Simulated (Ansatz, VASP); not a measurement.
Given: the input of a run of VASP 6.6.1 on GeSb4Te7.

The input INCAR:

```
ALGO = Normal
EDIFF = 1E-7
ENCUT = 520
GGA = PS
ISIF = 2
ISMEAR = -1
LASPH = T
LCHARG = F
LREAL = F
LWAVE = F
NBANDS = 50
NELM = 100
PREC = Accurate
SIGMA = 0.05
```

The input KPOINTS:

```
k-points
0
Gamma
  7 7 2
```

POSCAR

```
GeSb4Te7
1.0
    4.2893002584      0.0000000000      0.0000000000
   -2.1446501292      3.7146429882      0.0000000000
    0.0000000000      0.0000000000     24.6377784500
Te Sb Ge
7 4 1
Direct
    0.0000000000      0.0000000000      0.2810217100
    0.0000000000      0.0000000000      0.0000000000
    0.3333333333      0.6666666667      0.5686057000
    0.6666666667      0.3333333333      0.4313943000
    0.0000000000      0.0000000000      0.7189782900
    0.6666666667      0.3333333333      0.1502681300
    0.3333333333      0.6666666667      0.8497318700
    0.6666666667      0.3333333333      0.6502485000
    0.3333333333      0.6666666667      0.0811013800
    0.3333333333      0.6666666667      0.3497515000
    0.6666666667      0.3333333333      0.9188986200
    0.0000000000      0.0000000000      0.5000000000
```

Potentials or basis: VASP PAW PBE potentials, release 64 (Te, Sb, Ge_d).

Launch:

```sh
$ cat potpaw_PBE.64/Te/POTCAR potpaw_PBE.64/Sb/POTCAR potpaw_PBE.64/Ge_d/POTCAR > POTCAR
$ mpirun -np 1 vasp_std > vasp.out
```

Set up the same calculation for Ansatz 0.2.0. Potentials there: Ansatz PAW.

As run (the cutoff follows the program's own potentials):

input.yaml

```yaml
crystal:
  lattice:
    - [4.2893002584, 0.0, 0.0]
    - [-2.1446501292, 3.7146429882, 0.0]
    - [0.0, 0.0, 24.63777845]
  atoms:
    - { symbol: Te, position: [0.0, 0.0, 0.28102171] }
    - { symbol: Te, position: [0.0, 0.0, 0.0] }
    - { symbol: Te, position: [0.3333333333, 0.6666666667, 0.5686057] }
    - { symbol: Te, position: [0.6666666667, 0.3333333333, 0.4313943] }
    - { symbol: Te, position: [0.0, 0.0, 0.71897829] }
    - { symbol: Te, position: [0.6666666667, 0.3333333333, 0.15026813] }
    - { symbol: Te, position: [0.3333333333, 0.6666666667, 0.84973187] }
    - { symbol: Sb, position: [0.6666666667, 0.3333333333, 0.6502485] }
    - { symbol: Sb, position: [0.3333333333, 0.6666666667, 0.08110138] }
    - { symbol: Sb, position: [0.3333333333, 0.6666666667, 0.3497515] }
    - { symbol: Sb, position: [0.6666666667, 0.3333333333, 0.91889862] }
    - { symbol: Ge, position: [0.0, 0.0, 0.5] }
hamiltonian:
  xc: pbesol
  pseudopotentials: { kind: paw }
kpoints:
  mp_grid: { grid: [7, 7, 2] }
scf:
  occupations: { method: fermi_dirac, width: 0.05 }
output:
  forces: true
  stress: true
  eigenvalues: true
```

Potentials or basis: Ansatz PAW.

Command:

```sh
$ ansatz run input.yaml --threads 4 --pin off --max-ram 11264MiB --backend cpu --events-out ev --progress --plain --runs-dir out
```

Both were run:

|  | VASP | Ansatz | Ansatz less VASP |
| --- | --- | --- | --- |
| gap on the k mesh at the Fermi level (eV) | 0.36 | 0.37 | +0.007 |
| least direct gap on the mesh (eV) | 0.36 | 0.37 | +0.007 |
| pressure (GPa) | -1.6 | -1.6 | -0.07 |
| traceless stress, the component that is largest in VASP (GPa) | -0.06 | -0.07 | -0.012 |
| rms of the force components (eV/Å) | 0.029 | 0.021 | -0.0083 |

VASP's potentials were made for PBE, not for PBEsol. Atom by atom the forces differ by 0.015 eV/Å (rms over components). VASP's potentials hold 76 valence electrons a cell and Ansatz's 186, so a difference there can come from the potentials and not from the codes.

Neither program's run includes spin-orbit coupling. Noted on Ansatz's run: odd divisions of the mesh miss points on the zone boundary, where band edges often lie, so the gap on the mesh can be too wide.
